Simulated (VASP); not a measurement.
# Sr (Im-3m) in VASP: notebook

Sr is run at these levels: PBEsol; tasks: single point, relaxation of cell and atoms.

All numbers are computed with VASP 6.6.1; they aren't measurements. Logs are shortened: lines on timing, memory, paths and dates and some standing lists are left out, and cuts for length are marked.

### 1 The cell of the first run

Symmetry: Im-3m, No. 229, cubic system. Conventional cell: a = 4.674 Å, b = 4.674 Å, c = 4.674 Å, α = 90.00°, β = 90.00°, γ = 90.00°. Within 5.3 Å of Sr (site symmetry m-3m) lie 14 Sr at 4.05 to 4.67 Å.

This isn't the form of Sr at room conditions, which is fcc.

### 2 Single point, PBEsol

Contents of INCAR:

```
SYSTEM = Sr
PREC = Accurate ; ENCUT = 520
EDIFF = 1E-6 ; ISMEAR = 0
SIGMA = 0.1 ; LREAL = .False.
LASPH = .True. ; NELM = 100
ALGO = Normal ; ISIF = 2
LWAVE = .False. ; LCHARG = .False.
GGA = PS ; NBANDS = 11
```

Contents of KPOINTS:

```
regular mesh
0
Gamma
  12 12 12
  0 0 0
```

Contents of POSCAR:

```
Sr
1.0
   -2.3368660412      2.3368660412      2.3368660412
    2.3368660412     -2.3368660412      2.3368660412
    2.3368660412      2.3368660412     -2.3368660412
Sr
1
Direct
    0.0000000000      0.0000000000      0.0000000000
```

Potentials or basis: VASP PAW PBE potentials, release 64 (Sr_sv).

Command:

```console
cat potpaw_PBE.64/Sr_sv/POTCAR > POTCAR
mpirun -np 1 vasp_std > vasp.out
```

OUTCAR:

```text
SYSTEM = Sr
   PREC = Accurate
   ENCUT = 520
   EDIFF = 1E-6
   ISMEAR = 0
   LREAL = .False.
   LASPH = .True.
   NELM = 100
   ISIF = 2
   GGA = PS

 ion  position               nearest neighbor table
   1  0.000  0.000  0.000-

  LATTYP: Found a body centered cubic cell.
 ALAT       =     4.6737320824

  Lattice vectors:

 A1 = (  -2.3368660412,   2.3368660412,   2.3368660412)
 A2 = (   2.3368660412,  -2.3368660412,   2.3368660412)
 A3 = (   2.3368660412,   2.3368660412,  -2.3368660412)

Analysis of symmetry for initial positions (statically):
=====================================================================
 Subroutine PRICEL returns:
 Original cell was already a primitive cell.

 Routine SETGRP: Setting up the symmetry group for a
 body centered cubic supercell.

 Subroutine GETGRP returns: Found 48 space group operations
 (whereof 48 operations were pure point group operations)
 out of a pool of 48 trial point group operations.

The static configuration has the point symmetry O_h .

Analysis of symmetry for dynamics (positions and initial velocities):
=====================================================================
 Subroutine PRICEL returns:
 Original cell was already a primitive cell.

 Routine SETGRP: Setting up the symmetry group for a
 body centered cubic supercell.

 Subroutine GETGRP returns: Found 48 space group operations
 (whereof 48 operations were pure point group operations)
 out of a pool of 48 trial point group operations.

The dynamic configuration has the point symmetry O_h .

 Subroutine INISYM returns: Found 48 space group operations
 (whereof 48 operations are pure point group operations),
 and found     1 'primitive' translations

----------------------------------------------------------------------------------------

                                     Primitive cell

  volume of cell :      51.0460

  direct lattice vectors                    reciprocal lattice vectors
    -2.336866041  2.336866041  2.336866041     0.000000000  0.213961772  0.213961772
     2.336866041 -2.336866041  2.336866041     0.213961772  0.000000000  0.213961772
     2.336866041  2.336866041 -2.336866041     0.213961772  0.213961772  0.000000000

  length of vectors
     4.047570714  4.047570714  4.047570714     0.302587640  0.302587640  0.302587640

  position of ions in fractional coordinates (direct lattice)
     0.000000000  0.000000000  0.000000000

  ion indices of the primitive-cell ions
   primitive index   ion index
                 1           1

----------------------------------------------------------------------------------------

 KPOINTS: regular mesh

Automatic generation of k-mesh.
 Grid dimensions read from file:
 generate k-points for:   12   12   12

 Generating k-lattice:

  Cartesian coordinates                     Fractional coordinates (reciprocal lattice)
     0.000000000  0.017830148  0.017830148     0.083333333  0.000000000  0.000000000
     0.017830148  0.000000000  0.017830148     0.000000000  0.083333333  0.000000000
     0.017830148  0.017830148  0.000000000     0.000000000  0.000000000  0.083333333

  Length of vectors
     0.025215637  0.025215637  0.025215637

  Shift w.r.t. Gamma in fractional coordinates (k-lattice)
     0.000000000  0.000000000  0.000000000

 Subroutine IBZKPT returns following result:
 ===========================================

 Found     72 irreducible k-points:

 Following reciprocal coordinates:
            Coordinates               Weight
  0.000000  0.000000  0.000000      1.000000
  0.083333  0.000000  0.000000     12.000000
  0.166667  0.000000  0.000000     12.000000
  0.250000  0.000000  0.000000     12.000000
  0.333333  0.000000  0.000000     12.000000
  0.416667  0.000000  0.000000     12.000000
[... 16 lines left out ...]
  0.333333  0.083333  0.083333     24.000000
  0.416667  0.083333  0.083333     12.000000
 [... further k-points ...]
   k-points           NKPTS =     72   k-points in BZ     NKDIM =     72   number of bands    NBANDS=     11
   number of dos      NEDOS =    301   number of ions     NIONS =      1
   total plane-waves  NPLWV =  27000
   dimension x,y,z NGX =    30 NGY =   30 NGZ =   30
   dimension x,y,z NGXF=    60 NGYF=   60 NGZF=   60
   ions per type =               1
   NGX,Y,Z   is equivalent  to a cutoff of  12.32, 12.32, 12.32 a.u.
   NGXF,Y,Z  is equivalent  to a cutoff of  24.64, 24.64, 24.64 a.u.
 SYSTEM =  Sr
   PREC   = accura    normal or accurate (medium, high low for compatibility)
   ISTART =      0    job   : 0-new  1-cont  2-samecut
   ICHARG =      2    charge: 1-file 2-atom 10-const
   ISPIN  =      1    spin polarized calculation?
   LNONCOLLINEAR =      F non collinear calculations
   LSORBIT =      F    spin-orbit coupling
   LASPH  =      T    aspherical Exc in radial PAW
   ENCUT  =  520.0 eV  38.22 Ry    6.18 a.u.   7.53  7.53  7.53*2*pi/ulx,y,z
   NELM   =    100;   NELMIN=  2; NELMDL= -5     # of ELM steps
   EDIFF  = 0.1E-05   stopping-criterion for ELM
   LREAL  =      F    real-space projection
   EDIFFG = 0.1E-04   stopping-criterion for IOM
   NSW    =      0    number of steps for IOM
   IBRION =     -1    ionic relax: 0-MD 1-quasi-New 2-CG
   NFREE  =      0    steps in history (QN), initial steepest desc. (CG)
   ISIF   =      2    stress and relaxation
   ISYM   =      2    0-nonsym 1-usesym 2-fastsym
   POTIM  = 0.5000    time-step for ionic-motion
   TEBEG  =    0.0;   TEEND  =   0.0 temperature during run
   PSTRESS=    0.0 pullay stress
   NELECT =      10.0000    total number of electrons
   NUPDOWN=      -1.0000    fix difference up-down
   EMIN   =  10.00;   EMAX   =-10.00  energy-range for DOS
   EFERMI =   0.00;   METHOD = LEGACY
   ISMEAR =     0;   SIGMA  =   0.10  broadening in eV -4-tet -1-fermi 0-gaus
   EFERMI_NEDOS =   21; number of points for ismear=-14 and -15
   IALGO  =     38    algorithm
   IMIX   =      4    mixing-type and parameters
     AMIX     =   0.40;   BMIX     =  1.00
     AMIX_MAG =   1.60;   BMIX_MAG =  1.00
  volume/ion in A,a.u.               =      51.05       344.48
  Fermi-wavevector in a.u.,A,eV,Ry     =   0.950797  1.796745 12.299863  0.904014
  Thomas-Fermi vector in A             =   2.079207
   LORBIT       =      0    0 simple, 1 ext, 2 COOP (PROOUT), +10 PAW based schemes
   GGA     = PS    functional components
   LHFCALC =     F    Hartree Fock is set to
   AEXX    =    0.0000 exact exchange contribution
   IVDW    =     0    specifies the selected vdW correction
   LEPSILON=     F    determine dielectric tensor
   LRPA    =     F    only Hartree local field effects (RPA)
 non-spin polarized calculation
 Gauss-broadening in eV      SIGMA  =   0.10
  energy-cutoff  :      520.00
  volume of cell :       51.05
 maximum number of plane-waves:      1409
   NGX = 15   NGY = 15   NGZ = 15

 number of electron      10.0000000 magnetization

 Free energy of the ion-electron system (eV)
  ---------------------------------------------------
  ext. energy  EPLUGINS =         0.00000000
  ---------------------------------------------------
  free energy    TOTEN  =        -1.83966755 eV

  energy without entropy =       -1.83430201  energy(sigma->0) =       -1.83698478

 E-fermi :   1.7476     XC(G=0):  -7.6642

 val. band max:        1.7125917061   @ k =   0.3333   0.2500   0.0833
 cond. band min:       1.7552405780   @ k =  -0.4167  -0.4167   0.2500
 fundamental gap:      0.0426488719
 Fermi energy:         1.7476453537

 k-point     1 :       0.0000    0.0000    0.0000
  band No.  band energies     occupation
      1     -34.6342      2.00000
      2     -16.5177      2.00000
      3     -16.5177      2.00000
      4     -16.5177      2.00000
      5      -2.0135      2.00000
      6       4.2010      0.00000
      7       4.2010      0.00000
      8       4.2010      0.00000
      9       5.6336      0.00000
     10       5.6336      0.00000
     11      10.1219      0.00000

 k-point     2 :       0.0833    0.0000    0.0000
  band No.  band energies     occupation
      1     -34.6327      2.00000
      2     -16.5359      2.00000
      3     -16.5235      2.00000
      4     -16.5177      2.00000
      5      -1.8858      2.00000
      6       4.0861      0.00000
      7       4.1215      0.00000
      8       4.3264      0.00000
      9       5.4619      0.00000
     10       5.6257      0.00000
     11      10.2600      0.00000

 k-point     3 :       0.1667    0.0000    0.0000
  band No.  band energies     occupation
      1     -34.6287      2.00000
      2     -16.5851      2.00000
      3     -16.5394      2.00000
      4     -16.5178      2.00000
      5      -1.5167      2.00000
      6       3.7811      0.00000
      7       3.8061      0.00000
      8       4.6971      0.00000
      9       5.2969      0.00000
     10       5.6285      0.00000
     11      10.4406      0.00000

 k-point     4 :       0.2500    0.0000    0.0000
  band No.  band energies     occupation
      1     -34.6232      2.00000
      2     -16.6510      2.00000
      3     -16.5609      2.00000
      4     -16.5180      2.00000
      5      -0.9495      2.00000
      6       3.2302      0.00000
      7       3.4813      0.00000
      8       5.2962      0.00000
      9       5.3712      0.00000
     10       5.6925      0.00000
     11       9.9894      0.00000
[... 239 lines left out ...]
 k-point    22 :       0.2500    0.0833    0.0833
  band No.  band energies     occupation
      1     -34.6168      2.00000
      2     -16.7177      2.00000
      3     -16.5829      2.00000
      4     -16.5337      2.00000
      5      -0.0446      2.00000
      6       2.6265      0.00000
      7       2.9656      0.00000
      8       5.6373      0.00000
      9       5.9403      0.00000
     10       6.3443      0.00000
     11       8.7370      0.00000

 k-point    23 :       0.3333    0.0833    0.0833
  band No.  band energies     occupation
      1     -34.6132      2.00000
      2     -16.7496      2.00000
      3     -16.6056      2.00000
      4     -16.5348      2.00000
      5       0.6199      2.00000
      6       2.2521      0.00000
      7       2.8095      0.00000
      8       5.6459      0.00000
      9       6.1171      0.00000
     10       7.0180      0.00000
     11       7.9375      0.00000

 k-point    24 :       0.4167    0.0833    0.0833
  band No.  band energies     occupation
      1     -34.6119      2.00000
      2     -16.7609      2.00000
      3     -16.6143      2.00000
      4     -16.5352      2.00000
      5       0.9519      2.00000
      6       2.0675      0.00001
      7       2.7568      0.00000
      8       5.5802      0.00000
      9       6.2004      0.00000
     10       7.3434      0.00000
     11       7.7192      0.00000

 [... further k-points ...]
[... 5 lines left out ...]
  --------------------------------------------------------------------------------------
  -------------------------------------------------------------------------------------
  Total       -0.0056805     -0.0056805     -0.0056805     -0.0000000     -0.0000000      0.0000000
  in kB       -0.1782924     -0.1782924     -0.1782924     -0.0000000     -0.0000000      0.0000000
  external PRESSURE =      -0.1782924 kB  Pullay stress =       0.0000000 kB

 VOLUME and BASIS-vectors are now :
 -----------------------------------------------------------------------------
  energy-cutoff  :      520.00
  volume of cell :       51.05
      direct lattice vectors                 reciprocal lattice vectors
    -2.336866041  2.336866041  2.336866041     0.000000000  0.213961772  0.213961772
     2.336866041 -2.336866041  2.336866041     0.213961772  0.000000000  0.213961772
     2.336866041  2.336866041 -2.336866041     0.213961772  0.213961772  0.000000000

 POSITION                                       TOTAL-FORCE (eV/Angst)
 -----------------------------------------------------------------------------------
      0.00000      0.00000      0.00000        -0.000000      0.000000     -0.000000
 -----------------------------------------------------------------------------------
    total drift:                               -0.000000     -0.000000      0.000000

  FREE ENERGIE OF THE ION-ELECTRON SYSTEM (eV)
  ---------------------------------------------------
  free  energy   TOTEN  =        -1.8396675498 eV

  energy  without entropy=       -1.8343020116  energy(sigma->0) =       -1.83698478
```

Run time: 36 s. Hardware: 1 thread of AMD EPYC 7R43 (Zen 3), shared host; peak memory 0.15 GiB.

Results:

- Free energy: -1.8397 eV
- Pressure: 0.0 GPa
- Band gap on the k mesh: zero (bands 5 and 6 overlap by 0.60 eV)

Caveat: the PAW data sets were made with another functional, which shifts forces and pressure a little.

### 3 Relaxation of cell and atoms, PBEsol

Contents of INCAR:

```
  ALGO = Normal
  EDIFF = 1E-6
  EDIFFG = -0.005
  ENCUT = 600
  GGA = PS
  IBRION = 2
  ISIF = 3
  ISMEAR = 0
  LASPH = True
  LCHARG = False
  LREAL = False
  LWAVE = False
  NELM = 80
  NSW = 100
  PREC = Accurate
  SIGMA = 0.1
```

Contents of KPOINTS:

```
k-points
0
Gamma
  12 12 12
```

POSCAR is that of step 2.

Potentials or basis: VASP PAW PBE potentials, release 64 (Sr_sv).

Command:

```console
cat potpaw_PBE.64/Sr_sv/POTCAR > POTCAR
mpirun -np 1 vasp_std > vasp.out
```

Run time: 41 s. Hardware: 1 thread of AMD EPYC 7R43 (Zen 3), shared host; peak memory 0.18 GiB.

It converged, with:

* Free energy: -1.8395 eV
* Relaxed volume: 51.00 Å³/atom
* Relaxed cell: a = 4.046 Å, b = 4.046 Å, c = 4.046 Å, α = 109.47°, β = 109.47°, γ = 109.47°
* Space group after relaxing (to 0.1 Å): Im-3m (No. 229)
* Energy gained by relaxing: 0.0 meV/atom
* Ionic steps: 2
* Pressure after relaxing: 0.0 GPa
* Band gap on the k mesh: zero (bands 5 and 6 overlap by 0.60 eV)

Final structure:
```
Sr
1.0
    -2.33609    2.33609    2.33609
     2.33609   -2.33609    2.33609
     2.33609    2.33609   -2.33609
Sr
1
Direct
  0.00000 0.00000 0.00000
```

Levels at points of the mesh, in eV from the Fermi level:
```
           k point  band 1  band 2  band 3  band 4  band 5  band 6  band 7  band 8  band 9
(0.00, 0.00, 0.00)  -36.38  -18.26  -18.26  -18.26   -3.76    2.45    2.45    2.45    3.89
(0.50, 0.00, 0.00)  -36.36  -18.53  -18.35  -18.26   -1.06    0.35    1.21    3.72    4.43
(0.50, 0.50, 0.50)  -36.34  -18.45  -18.45  -18.45   -0.23   -0.23    3.92    3.92    3.92
```

Caveat: the PAW data sets were made with another functional, which shifts forces and pressure a little.

The gap in the log of VASP goes by the Fermi energy; the results here count the filled bands.